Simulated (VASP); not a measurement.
# CsH (Fm-3m) in VASP: notebook

The runs below take CsH through vibrations by perturbation theory, density of states, with LDA.

All numbers are computed with VASP 6.6.1; they aren't measurements. Logs are shortened: lines on timing, memory, paths and dates and some standing lists are left out, and cuts for length are marked.

### 1 The cell of the first run

Symmetry: Fm-3m, No. 225, cubic system. Conventional cell: a = 5.528 Å, b = 5.528 Å, c = 5.528 Å, α = 90.00°, β = 90.00°, γ = 90.00°. Cs (site symmetry m-3m) has 6 H at 2.76 Å within 3.6 Å. Within 3.6 Å of H (site symmetry m-3m) lie 6 Cs at 2.76 Å.

### 2 Vibrations by perturbation theory, LDA

INCAR

```
ALGO     = Normal         # electronic algorithm
EDIFF    = 1E-8           # SCF threshold, eV
ENCUT    = 520            # plane-wave cutoff, eV
GGA      = CA             # functional
IBRION   = 8              # ionic algorithm
ISIF     = 2              # what is computed and relaxed
ISMEAR   = 0              # smearing method
LASPH    = T              # aspherical terms in the spheres
LCHARG   = F              # write CHGCAR
LEPSILON = T              # dielectric tensor by DFPT
LREAL    = F              # projectors in reciprocal space
LWAVE    = F              # write WAVECAR
NBANDS   = 12             # bands
NELM     = 60             # most SCF steps
NSW      = 1              # ionic steps
PREC     = Accurate       # precision mode
SIGMA    = 0.01           # smearing width, eV
```

KPOINTS

```
k-points
0
Gamma
  8 8 8
```

POSCAR

```
CsH
1.0
    0.0000000000      2.7639078113      2.7639078113
    2.7639078113      0.0000000000      2.7639078113
    2.7639078113      2.7639078113      0.0000000000
Cs H
1 1
Direct
    0.0000000000      0.0000000000      0.0000000000
    0.5000000000      0.5000000000      0.5000000000
```

Potentials or basis: VASP PAW LDA potentials, release 64 (Cs_sv, H).

Started as:

```console
$ cat potpaw_LDA.64/Cs_sv/POTCAR potpaw_LDA.64/H/POTCAR > POTCAR
$ mpirun -np 1 vasp_std > vasp.out
```

OUTCAR:

```text
EDIFF = 1E-8
   ENCUT = 520
   GGA = CA
   IBRION = 8
   ISIF = 2
   ISMEAR = 0
   LASPH = T
   LEPSILON = T
   LREAL = F
   NELM = 60
   NSW = 1
   PREC = Accurate

 ion  position               nearest neighbor table
   1  0.000  0.000  0.000-
   2  0.500  0.500  0.500-

  LATTYP: Found a face centered cubic cell.
 ALAT       =     5.5278156226

  Lattice vectors:

 A1 = (   0.0000000000,   2.7639078113,   2.7639078113)
 A2 = (   2.7639078113,   0.0000000000,   2.7639078113)
 A3 = (   2.7639078113,   2.7639078113,   0.0000000000)

Analysis of symmetry for initial positions (statically):
=====================================================================
 Subroutine PRICEL returns:
 Original cell was already a primitive cell.

 Routine SETGRP: Setting up the symmetry group for a
 face centered cubic supercell.

 Subroutine GETGRP returns: Found 48 space group operations
 (whereof 48 operations were pure point group operations)
 out of a pool of 48 trial point group operations.

The static configuration has the point symmetry O_h .

Analysis of symmetry for dynamics (positions and initial velocities):
=====================================================================
 Subroutine PRICEL returns:
 Original cell was already a primitive cell.

 Routine SETGRP: Setting up the symmetry group for a
 face centered cubic supercell.

 Subroutine GETGRP returns: Found 48 space group operations
 (whereof 48 operations were pure point group operations)
 out of a pool of 48 trial point group operations.

The dynamic configuration has the point symmetry O_h .

 Subroutine INISYM returns: Found 48 space group operations
 (whereof 48 operations are pure point group operations),
 and found     1 'primitive' translations

----------------------------------------------------------------------------------------

                                     Primitive cell

  volume of cell :      42.2280

  direct lattice vectors                    reciprocal lattice vectors
     0.000000000  2.763907811  2.763907811    -0.180903284  0.180903284  0.180903284
     2.763907811  0.000000000  2.763907811     0.180903284 -0.180903284  0.180903284
     2.763907811  2.763907811  0.000000000     0.180903284  0.180903284 -0.180903284

  length of vectors
     3.908755912  3.908755912  3.908755912     0.313333679  0.313333679  0.313333679

  position of ions in fractional coordinates (direct lattice)
     0.000000000  0.000000000  0.000000000
     0.500000000  0.500000000  0.500000000

  ion indices of the primitive-cell ions
   primitive index   ion index
                 1           1
                 2           2

----------------------------------------------------------------------------------------

 KPOINTS: k-points

Automatic generation of k-mesh.
 Grid dimensions read from file:
 generate k-points for:    8    8    8

 Generating k-lattice:

  Cartesian coordinates                     Fractional coordinates (reciprocal lattice)
    -0.022612911  0.022612911  0.022612911     0.125000000  0.000000000  0.000000000
     0.022612911 -0.022612911  0.022612911     0.000000000  0.125000000  0.000000000
     0.022612911  0.022612911 -0.022612911     0.000000000  0.000000000  0.125000000

  Length of vectors
     0.039166710  0.039166710  0.039166710

  Shift w.r.t. Gamma in fractional coordinates (k-lattice)
     0.000000000  0.000000000  0.000000000

 Subroutine IBZKPT returns following result:
 ===========================================

[... 476 lines left out ...]
     2.763907811  2.763907811  0.000000000     0.180903284  0.180903284 -0.180903284

 POSITION                                       TOTAL-FORCE (eV/Angst)
 -----------------------------------------------------------------------------------
      0.00000      0.00000      0.00000        -0.000000     -0.000000      0.000000
      2.76391      2.76391      2.76391         0.000000      0.000000     -0.000000
 -----------------------------------------------------------------------------------
    total drift:                               -0.000000      0.000000      0.000000

  FREE ENERGIE OF THE ION-ELECTRON SYSTEM (eV)
  ---------------------------------------------------
  free  energy   TOTEN  =        -4.6884728173 eV

  energy  without entropy=       -4.6884728173  energy(sigma->0) =       -4.68847282

 HEAD OF MICROSCOPIC STATIC DIELECTRIC TENSOR (INDEPENDENT PARTICLE, excluding Hartree and local field effects)
 ------------------------------------------------------
           5.490924     0.000000    -0.000000
           0.000000     5.490924     0.000000
           0.000000     0.000000     5.490924
 ------------------------------------------------------

 Free energy of the ion-electron system (eV)
  ---------------------------------------------------
  ---------------------------------------------------
  free energy    TOTEN  =        -0.52162299 eV

  energy without entropy =       -0.52162299

------------------------ aborting loop because EDIFF is reached ----------------------------------------

--------------------------------------- Ionic step        2  -------------------------------------------

------------------------ aborting loop because EDIFF is reached ----------------------------------------

--------------------------------------- Ionic step        3  -------------------------------------------

------------------------ aborting loop because EDIFF is reached ----------------------------------------

 PIEZOELECTRIC TENSOR FIELD DIRECTION 3  (e Angst)
 -----------------------------------------------------------------------------
    -0.00015  0.00000  0.00000           (  0.00001  0.00000  0.00000)
     0.00000 -0.00015 -0.00000           (  0.00000  0.00001  0.00000)
     0.00000 -0.00000  0.00012           (  0.00000  0.00000  0.00001)

 PIEZOELECTRIC TENSOR FIELD DIRECTION 3  (C/m^2)
 -----------------------------------------------------------------------------
    -0.00006  0.00000  0.00000
     0.00000 -0.00006 -0.00000
     0.00000 -0.00000  0.00005

--------------------------------------- Ionic step        4  -------------------------------------------

------------------------ aborting loop because EDIFF is reached ----------------------------------------

[... ionic steps 5 to 6 ...]

--------------------------------------- Ionic step        7  -------------------------------------------

 Free energy of the ion-electron system (eV)
  ---------------------------------------------------
  ---------------------------------------------------
  free energy    TOTEN  =        -0.01717448 eV

  energy without entropy =       -0.01717448

------------------------ aborting loop because EDIFF is reached ----------------------------------------

 INTERNAL STRAIN TENSOR  FOR ION    2  DIRECTION 1   (eV/Angst):
 -----------------------------------------------------------------------------
     0.00836  0.00000  0.00000
    -0.00000  0.00583  0.00000
     0.00000  0.00000  0.00583

 MACROSCOPIC STATIC DIELECTRIC TENSOR (including local field effects in DFT)
 ------------------------------------------------------
           5.143079    -0.000000     0.000000
           0.000000     5.143079    -0.000000
           0.000000    -0.000000     5.143079
 ------------------------------------------------------

 PIEZOELECTRIC TENSOR (including local field effects)  for field in x, y, z        (e  Angst)
          XX          YY          ZZ          XY          YZ          ZX
  --------------------------------------------------------------------------------
  x     0.00000     0.00000     0.00000     0.00000     0.00000     0.00000
  y     0.00000     0.00000     0.00000     0.00000     0.00000     0.00000
  z     0.00000     0.00000     0.00000     0.00000     0.00000     0.00000

 PIEZOELECTRIC TENSOR (including local field effects)  for field in x, y, z        (C/m^2)
          XX          YY          ZZ          XY          YZ          ZX
  --------------------------------------------------------------------------------
  x     0.00000     0.00000     0.00000     0.00000     0.00000     0.00000
  y     0.00000     0.00000     0.00000     0.00000     0.00000     0.00000
  z     0.00000     0.00000     0.00000     0.00000     0.00000     0.00000

 BORN EFFECTIVE CHARGES (including local field effects) (in |e|, cummulative output)
 ---------------------------------------------------------------------------------
 ion    1
    1     1.29165     0.00000    -0.00000
    2    -0.00000     1.29165     0.00000
    3     0.00000    -0.00000     1.29165
 ion    2
    1    -1.29165    -0.00000     0.00000
    2     0.00000    -1.29165    -0.00000
    3    -0.00000     0.00000    -1.29165

 INTERNAL STRAIN TENSOR FOR ION    2 for displacements in x,y,z  (eV/Angst):
          X           Y           Z          XY          YZ          ZX
  --------------------------------------------------------------------------------
  x     0.00000     0.00000     0.00000     0.00000     0.00000     0.00000
  y     0.00000     0.00000     0.00000     0.00000     0.00000     0.00000
  z     0.00000     0.00000     0.00000     0.00000     0.00000     0.00000

 SECOND DERIVATIVES (NOT SYMMETRIZED)
 ------------------------------------
               1X          1Y          1Z          2X          2Y          2Z
  1X    -1.703947    0.000000    0.000000    1.703947    0.000000    0.000000
  1Y     0.000000   -1.703947    0.000000    0.000000    1.703947    0.000000
  1Z     0.000000    0.000000   -1.703947    0.000000    0.000000    1.703947
  2X     1.701374    0.000000    0.000000   -1.701374    0.000000    0.000000
  2Y     0.000000    1.701374    0.000000    0.000000   -1.701374    0.000000
  2Z     0.000000    0.000000    1.701374    0.000000    0.000000   -1.701374

 Eigenvectors and eigenvalues of the dynamical matrix
 ----------------------------------------------------

   1 f  =   20.468258 THz   128.605860 2PiTHz  682.747609 cm-1    84.649877 meV
             X         Y         Z           dx          dy          dz
      0.000000  0.000000  0.000000     0.084928    0.016330    0.000000
      2.763908  2.763908  2.763908    -0.978332   -0.188115   -0.000000
[... 21 lines left out ...]
   6 f/i=    0.001333 THz     0.008373 2PiTHz    0.044449 cm-1     0.005511 meV
             X         Y         Z           dx          dy          dz
      0.000000  0.000000  0.000000    -0.000673    0.995606    0.035893
      2.763908  2.763908  2.763908    -0.000058    0.086428    0.003116

--------------------------------------------------------------------------------------------------------

 MACROSCOPIC STATIC DIELECTRIC TENSOR IONIC CONTRIBUTION
 ------------------------------------------------------
           4.198792    -0.000000    -0.000000
          -0.000000     4.198792     0.000000
          -0.000000     0.000000     4.198792
 ------------------------------------------------------

 ELASTIC MODULI CONTR FROM IONIC RELAXATION (kBar)
 Direction    XX          YY          ZZ          XY          YZ          ZX
 --------------------------------------------------------------------------------
 XX           0.0000      0.0000      0.0000      0.0000      0.0000      0.0000
 YY           0.0000      0.0000      0.0000      0.0000      0.0000      0.0000
 ZZ           0.0000      0.0000      0.0000      0.0000      0.0000      0.0000
 XY           0.0000      0.0000      0.0000      0.0000      0.0000      0.0000
 YZ           0.0000      0.0000      0.0000      0.0000      0.0000      0.0000
 ZX           0.0000      0.0000      0.0000      0.0000      0.0000      0.0000
 --------------------------------------------------------------------------------

 PIEZOELECTRIC TENSOR IONIC CONTR  for field in x, y, z        (C/m^2)
          XX          YY          ZZ          XY          YZ          ZX
  --------------------------------------------------------------------------------
  x     0.00000     0.00000     0.00000     0.00000     0.00000     0.00000
  y     0.00000     0.00000     0.00000     0.00000     0.00000     0.00000
  z     0.00000     0.00000     0.00000     0.00000     0.00000     0.00000
```

Wall time 1.8 min (1 thread of Intel Xeon 6975P-C (Granite Rapids), shared host); peak memory 0.22 GiB.

What came out:

| Quantity | Value |
| --- | --- |
| Electronic dielectric tensor (diagonal) | 5.14 |
| Born charges (mean of the diagonal) | Cs +1.29; H -1.29 e |
| Highest phonon frequency at Γ, LO-TO splitting left out | 683 cm⁻¹ |

Phonon frequencies in cm⁻¹ (negative: imaginary):
```
              q point        frequencies
(0.000, 0.000, 0.000)  0 0 0 683 683 683
```

Electronic dielectric tensor:
```
5.14 0.00 0.00
0.00 5.14 0.00
0.00 0.00 5.14
```

Born effective charge tensors (e):
atom 1, Cs
```
1.29 0.00 0.00
0.00 1.29 0.00
0.00 0.00 1.29
```
atom 2, H
```
-1.29  0.00  0.00
 0.00 -1.29  0.00
 0.00  0.00 -1.29
```

Caveat: the cell wasn't relaxed at this level first, which shifts response properties; spin-orbit coupling is left out, which moves the levels of the heavy elements.

[end of part 1 of 4]
